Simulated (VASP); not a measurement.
# As in VASP: single point with PBE+D3(BJ)

Aim: the single point of As with PBE+D3(BJ).

Everything below comes from runs of VASP 6.6.1. Logs are shortened: lines on timing, memory, paths and dates and some standing lists are left out, and cuts for length are marked.

### 1 The cell of the first run

The cell holds a slab with vacuum, 2 atoms: a = 3.609 Å, b = 3.609 Å, c = 22.500 Å, α = 90.00°, β = 90.00°, γ = 120.00°.

### 2 Single point, PBE+D3(BJ)

Contents of INCAR:

```
SYSTEM = As
  ALGO = Normal
  DIPOL = 0.5 0.5 0.631
  EDIFF = 1E-6
  ENCUT = 400
  GGA = PE
  GGA_COMPAT = .False.
  IDIPOL = 3
  ISIF = 2
  ISMEAR = 0
  IVDW = 12
  LASPH = .True.
  LCHARG = .True.
  LDIPOL = .True.
  LELF = .True.
  LREAL = .False.
  LVACPOTAV = .True.
  LVHAR = .True.
  LWAVE = .False.
  NBANDS = 12
  NELM = 120
  NELMDL = -8
  PREC = Accurate
  SIGMA = 0.04
```

Contents of KPOINTS:

```
k-points
0
Gamma
  12 12 1
  0 0 0
```

Contents of POSCAR:

```
As
1.0
    3.6093869210      0.0000000000      0.0000000000
   -1.8046934605      3.1258207657      0.0000000000
    0.0000000000      0.0000000000     22.5000000000
As
2
Direct
    0.0000000000      0.0000000000      0.5998500319
    0.3333333333      0.6666666667      0.6614219425
```

Potentials or basis: VASP PAW PBE potentials, release 64 (As).

The run is started by

```console
$ cat potpaw_PBE.64/As/POTCAR > POTCAR
$ mpirun -np 1 vasp_std > vasp.out
```

OUTCAR:

```text
SYSTEM = As
   EDIFF = 1E-6
   ENCUT = 400
   GGA = PE
   ISIF = 2
   ISMEAR = 0
   IVDW = 12
   LASPH = .True.
   LREAL = .False.
   NELM = 120
   NELMDL = -8
   PREC = Accurate
 IVDW          = 12

 ion  position               nearest neighbor table
   1  0.000  0.000  0.600-   2 2.50   2 2.50   2 2.50
   2  0.333  0.667  0.661-   1 2.50   1 2.50   1 2.50

  LATTYP: Found a hexagonal cell.
 ALAT       =     3.6093869210
 C/A-ratio  =     6.2337456450

  Lattice vectors:

 A1 = (   3.6093869210,   0.0000000000,   0.0000000000)
 A2 = (  -1.8046934605,   3.1258207657,   0.0000000000)
 A3 = (   0.0000000000,   0.0000000000,  22.5000000000)

Analysis of symmetry for initial positions (statically):
=====================================================================
 Subroutine PRICEL returns:
 Original cell was already a primitive cell.

 Routine SETGRP: Setting up the symmetry group for a
 hexagonal supercell.

 Subroutine GETGRP returns: Found 12 space group operations
 (whereof  6 operations were pure point group operations)
 out of a pool of 24 trial point group operations.

The static configuration has the point symmetry C_3v.
 The point group associated with its full space group is D_3d.

Analysis of symmetry for dynamics (positions and initial velocities):
=====================================================================
 Subroutine PRICEL returns:
 Original cell was already a primitive cell.

 Routine SETGRP: Setting up the symmetry group for a
 hexagonal supercell.

 Subroutine GETGRP returns: Found 12 space group operations
 (whereof  6 operations were pure point group operations)
 out of a pool of 24 trial point group operations.

The dynamic configuration has the point symmetry C_3v.
 The point group associated with its full space group is D_3d.

 Subroutine INISYM returns: Found 12 space group operations
 (whereof  6 operations are pure point group operations),
 and found     1 'primitive' translations

----------------------------------------------------------------------------------------

                                     Primitive cell

  volume of cell :     253.8517

  direct lattice vectors                    reciprocal lattice vectors
     3.609386921  0.000000000  0.000000000     0.277055362  0.159957988  0.000000000
    -1.804693461  3.125820766  0.000000000     0.000000000  0.319915976  0.000000000
     0.000000000  0.000000000 22.500000000     0.000000000  0.000000000  0.044444444

  length of vectors
     3.609386921  3.609386921 22.500000000     0.319915976  0.319915976  0.044444444

  position of ions in fractional coordinates (direct lattice)
     0.000000000  0.000000000  0.599850032
     0.333333333  0.666666667  0.661421942

  ion indices of the primitive-cell ions
   primitive index   ion index
                 1           1
                 2           2

----------------------------------------------------------------------------------------

 KPOINTS: k-points

Automatic generation of k-mesh.
 Grid dimensions read from file:
 generate k-points for:   12   12    1

 Generating k-lattice:

  Cartesian coordinates                     Fractional coordinates (reciprocal lattice)
     0.023087947  0.013329832  0.000000000     0.083333333  0.000000000  0.000000000
     0.000000000  0.026659665  0.000000000     0.000000000  0.083333333  0.000000000
     0.000000000  0.000000000  0.044444444     0.000000000  0.000000000  1.000000000

  Length of vectors
     0.026659665  0.026659665  0.044444444

  Shift w.r.t. Gamma in fractional coordinates (k-lattice)
     0.000000000  0.000000000  0.000000000

 Subroutine IBZKPT returns following result:
 ===========================================

 Found     19 irreducible k-points:

 Following reciprocal coordinates:
            Coordinates               Weight
  0.000000  0.000000  0.000000      1.000000
  0.083333 -0.000000  0.000000      6.000000
  0.166667  0.000000  0.000000      6.000000
  0.250000 -0.000000  0.000000      6.000000
  0.333333  0.000000  0.000000      6.000000
  0.416667  0.000000  0.000000      6.000000
[... 11 lines left out ...]
  0.333333  0.250000  0.000000     12.000000
  0.333333  0.333333  0.000000      2.000000
   k-points           NKPTS =     19   k-points in BZ     NKDIM =     19   number of bands    NBANDS=     12
   number of dos      NEDOS =    301   number of ions     NIONS =      2
   total plane-waves  NPLWV =  86400
   dimension x,y,z NGX =    24 NGY =   24 NGZ =  150
   dimension x,y,z NGXF=    48 NGYF=   48 NGZF=  300
   ions per type =               2
   NGX,Y,Z   is equivalent  to a cutoff of  11.05, 11.05, 11.08 a.u.
   NGXF,Y,Z  is equivalent  to a cutoff of  22.11, 22.11, 22.17 a.u.
 SYSTEM =  As
   PREC   = accura    normal or accurate (medium, high low for compatibility)
   ISTART =      0    job   : 0-new  1-cont  2-samecut
   ICHARG =      2    charge: 1-file 2-atom 10-const
   ISPIN  =      1    spin polarized calculation?
   LNONCOLLINEAR =      F non collinear calculations
   LSORBIT =      F    spin-orbit coupling
   LASPH  =      T    aspherical Exc in radial PAW
   ENCUT  =  400.0 eV  29.40 Ry    5.42 a.u.   5.89  5.89 36.69*2*pi/ulx,y,z
   NELM   =    120;   NELMIN=  2; NELMDL= -8     # of ELM steps
   EDIFF  = 0.1E-05   stopping-criterion for ELM
   LREAL  =      F    real-space projection
   EDIFFG = 0.1E-04   stopping-criterion for IOM
   NSW    =      0    number of steps for IOM
   IBRION =     -1    ionic relax: 0-MD 1-quasi-New 2-CG
   NFREE  =      0    steps in history (QN), initial steepest desc. (CG)
   ISIF   =      2    stress and relaxation
   ISYM   =      2    0-nonsym 1-usesym 2-fastsym
   POTIM  = 0.5000    time-step for ionic-motion
   TEBEG  =    0.0;   TEEND  =   0.0 temperature during run
   PSTRESS=    0.0 pullay stress
   NELECT =      10.0000    total number of electrons
   NUPDOWN=      -1.0000    fix difference up-down
   EMIN   =  10.00;   EMAX   =-10.00  energy-range for DOS
   EFERMI =   0.00;   METHOD = LEGACY
   ISMEAR =     0;   SIGMA  =   0.04  broadening in eV -4-tet -1-fermi 0-gaus
   EFERMI_NEDOS =   21; number of points for ismear=-14 and -15
   IALGO  =     38    algorithm
   IMIX   =      4    mixing-type and parameters
     AMIX     =   0.40;   BMIX     =  1.00
     AMIX_MAG =   1.60;   BMIX_MAG =  1.00
  volume/ion in A,a.u.               =     126.93       856.54
  Fermi-wavevector in a.u.,A,eV,Ry     =   0.557034  1.052641  4.221705  0.310287
  Thomas-Fermi vector in A             =   1.591456
   LORBIT       =      0    0 simple, 1 ext, 2 COOP (PROOUT), +10 PAW based schemes
   GGA     = PE    functional components
   LHFCALC =     F    Hartree Fock is set to
   AEXX    =    0.0000 exact exchange contribution
   IVDW    =    12    specifies the selected vdW correction
   LEPSILON=     F    determine dielectric tensor
   LRPA    =     F    only Hartree local field effects (RPA)
 non-spin polarized calculation
 Gauss-broadening in eV      SIGMA  =   0.04
  energy-cutoff  :      400.00
  volume of cell :      253.85
 maximum number of plane-waves:      4632
 NGX is ok and might be reduce to    24
   NGX = 11   NGY = 11   NGZ = 73

 number of electron      10.0000000 magnetization

 dipolmoment           0.000000      0.000000     -0.000000 electrons x Angstroem

 number of electron       9.9999997 magnetization

 dipolmoment           0.000000      0.000000      0.000001 electrons x Angstroem

 Free energy of the ion-electron system (eV)
  ---------------------------------------------------
  ext. energy  EPLUGINS =         0.00000000
  ---------------------------------------------------
  free energy    TOTEN  =        -9.33259738 eV

  energy without entropy =       -9.33259738  energy(sigma->0) =       -9.33259738

 E-fermi :  -3.5751     XC(G=0):  -2.3252

 val. band max:       -3.7589701787   @ k =   0.0000   0.0000   0.0000
 cond. band min:      -2.0931129435   @ k =   0.3333   0.0000   0.0000
 fundamental gap:      1.6658572352
 Fermi energy:        -3.5751038600

 k-point     1 :       0.0000    0.0000    0.0000
  band No.  band energies     occupation
      1     -17.1964      2.00000
      2     -10.8438      2.00000
      3      -4.2184      2.00000
      4      -3.7590      2.00000
      5      -3.7590      2.00000
      6      -1.8181      0.00000
      7      -0.2316      0.00000
      8      -0.2316      0.00000
      9       1.1530      0.00000
     10       1.3836      0.00000
     11       1.9790      0.00000
     12       2.4141      0.00000

 k-point     2 :       0.0833   -0.0000    0.0000
  band No.  band energies     occupation
      1     -17.1046      2.00000
      2     -10.8335      2.00000
      3      -4.6469      2.00000
      4      -4.1750      2.00000
      5      -3.9637      2.00000
      6      -1.1876      0.00000
      7      -0.3422      0.00000
      8      -0.0191      0.00000
      9       1.2812      0.00000
     10       1.4935      0.00000
     11       2.0852      0.00000
     12       2.5240      0.00000

 k-point     3 :       0.1667    0.0000    0.0000
  band No.  band energies     occupation
      1     -16.8317      2.00000
      2     -10.8514      2.00000
      3      -5.9517      2.00000
      4      -4.4185      2.00000
      5      -4.0835      2.00000
      6      -1.4719      0.00000
      7       0.3432      0.00000
      8       0.4025      0.00000
      9       1.6083      0.00000
     10       1.8281      0.00000
     11       2.3932      0.00000
     12       2.8374      0.00000

 k-point     4 :       0.2500   -0.0000    0.0000
  band No.  band energies     occupation
      1     -16.3878      2.00000
      2     -11.0582      2.00000
      3      -6.9321      2.00000
      4      -4.9002      2.00000
      5      -4.1000      2.00000
      6      -1.9859      0.00000
      7       0.5956      0.00000
      8       0.7156      0.00000
      9       1.9785      0.00000
     10       2.3503      0.00000
     11       2.9026      0.00000
     12       3.3120      0.00000

 k-point     5 :       0.3333    0.0000    0.0000
  band No.  band energies     occupation
      1     -15.7992      2.00000
      2     -11.6217      2.00000
      3      -7.3196      2.00000
      4      -5.2916      2.00000
      5      -4.4435      2.00000
      6      -2.0931      0.00000
      7       0.1401      0.00000
      8       0.8295      0.00000
      9       2.6498      0.00000
     10       2.8278      0.00000
     11       3.4800      0.00000
     12       4.0230      0.00000
[... 153 lines left out ...]
      1     -14.4908      2.00000
      2     -12.9670      2.00000
      3      -7.4747      2.00000
      4      -6.1629      2.00000
      5      -5.2552      2.00000
      6      -1.0057      0.00000
      7      -0.0771      0.00000
      8       0.5010      0.00000
      9       3.0986      0.00000
     10       4.9920      0.00000
     11       5.0962      0.00000
     12       5.3143      0.00000

 k-point    17 :       0.2500    0.2500    0.0000
  band No.  band energies     occupation
      1     -14.9233      2.00000
      2     -12.4234      2.00000
      3      -7.4548      2.00000
      4      -6.6253      2.00000
      5      -4.7515      2.00000
      6      -1.0504      0.00000
      7      -0.1822      0.00000
      8       1.1735      0.00000
      9       3.7261      0.00000
     10       3.8345      0.00000
     11       4.3988      0.00000
     12       4.7306      0.00000

 k-point    18 :       0.3333    0.2500    0.0000
  band No.  band energies     occupation
      1     -14.2901      2.00000
      2     -13.0695      2.00000
      3      -7.8580      2.00000
      4      -6.1498      2.00000
      5      -5.2397      2.00000
      6      -1.4244      0.00000
      7       0.4117      0.00000
      8       0.9688      0.00000
      9       4.0032      0.00000
     10       4.6424      0.00000
     11       4.8543      0.00000
     12       5.3035      0.00000

 k-point    19 :       0.3333    0.3333    0.0000
  band No.  band energies     occupation
      1     -13.6651      2.00000
      2     -13.6651      2.00000
      3      -8.0873      2.00000
      4      -5.6760      2.00000
      5      -5.6760      2.00000
      6      -1.6659      0.00000
      7       0.8863      0.00000
      8       0.8863      0.00000
      9       4.3701      0.00000
     10       5.1626      0.00000
     11       5.1626      0.00000
     12       5.9510      0.00000

------------------------ aborting loop because EDIFF is reached ----------------------------------------

 Edisp (eV)   -0.41491

 E8    (eV) :    -0.1883

  FORCE on cell =-STRESS in cart. coord.  units (eV):
  Direction    XX          YY          ZZ          XY          YZ          ZX
  --------------------------------------------------------------------------------------
  -------------------------------------------------------------------------------------
  Total      -0.38267    -0.38267     0.15428    -0.00000    -0.00000     0.00000
  in kB      -2.41523    -2.41523     0.97373    -0.00000    -0.00000     0.00000
  external pressure =       -1.29 kB  Pullay stress =        0.00 kB

 VOLUME and BASIS-vectors are now :
 -----------------------------------------------------------------------------
  energy-cutoff  :      400.00
  volume of cell :      253.85
      direct lattice vectors                 reciprocal lattice vectors
     3.609386921  0.000000000  0.000000000     0.277055362  0.159957988  0.000000000
    -1.804693461  3.125820766  0.000000000     0.000000000  0.319915976  0.000000000
     0.000000000  0.000000000 22.500000000     0.000000000  0.000000000  0.044444444

 POSITION                                       TOTAL-FORCE (eV/Angst)
 -----------------------------------------------------------------------------------
      0.00000      0.00000     13.49663        -0.000000      0.000000     -0.117245
     -0.00000      2.08388     14.88199         0.000000      0.000000      0.117245
 -----------------------------------------------------------------------------------
    total drift:                                0.000000     -0.000000      0.000006

  FREE ENERGIE OF THE ION-ELECTRON SYSTEM (eV)
  ---------------------------------------------------
  free  energy   TOTEN  =        -9.7475056215 eV

  energy  without entropy=       -9.7475056215  energy(sigma->0) =       -9.74750562

 vacuum level on the upper side and lower side of the slab         1.670         1.670
```

Run time: 43 s. Hardware: 1 thread of Intel Xeon Platinum 8375C at 2.90GHz (Ice Lake), shared host; peak memory 0.27 GiB.

Results:

```yaml
Free_energy: -9.7475 eV
Largest_force: 0.117 eV/Å
Band_gap_on_the_k_mesh: 1.67 eV (least direct gap 1.94 eV)
Dispersion_energy_per_atom: -0.207 eV
```

Forces on the atoms (eV/Å):
```
As   0.000  0.000 -0.117
As   0.000  0.000  0.117
```

Levels at points of the mesh, in eV from the valence-band top:
| k point | band 1 | band 2 | band 3 | band 4 | band 5 | band 6 | band 7 | band 8 | band 9 | band 10 |
| --- | --- | --- | --- | --- | --- | --- | --- | --- | --- | --- |
| (0.00, 0.00, 0.00) | -13.44 | -7.08 | -0.46 | 0.00 | 0.00 | 1.94 | 3.53 | 3.53 | 4.91 | 5.14 |
| (0.50, 0.00, 0.00) | -11.02 | -9.07 | -3.34 | -1.87 | -1.49 | 2.00 | 3.24 | 4.58 | 6.35 | 8.34 |
